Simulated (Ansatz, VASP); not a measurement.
# ZrS2: VASP beside Ansatz

```
S Zr
1.0
     3.57560    0.00000    0.00000
    -1.78780    3.09656    0.00000
     0.00000    0.00000   31.84151
S Zr
2 1
Cartesian
  1.7878 1.0322 14.4622
  0.0000 2.0644 17.3793
  0.0000 0.0000 15.9208
```

Change from the starting cell: biaxial strain -0.020, atoms relaxed.

Alike in both runs: task relaxation of the atoms; functional PBE; dispersion D3(BJ); k mesh 9 × 9 × 1; occupations gaussian, width 0.02 eV; no spin polarisation.

|  | VASP | Ansatz |
| --- | --- | --- |
| version | VASP 6.6.1 | Ansatz 0.2.0 |
| potentials or method | VASP PAW PBE potentials, release 64 (S, Zr_sv), cutoff 450 eV | scalar-relativistic, plane waves, PAW |
| valence electrons in the cell | 24 | 24 |

VASP gave:

- gap on the k mesh at the Fermi level, each at its own relaxed structure (eV): 0.87

What did Ansatz give for the same quantities?

gap on the k mesh at the Fermi level, each at its own relaxed structure (eV): 0.88.

Ansatz's warnings: stress scf threshold loose.
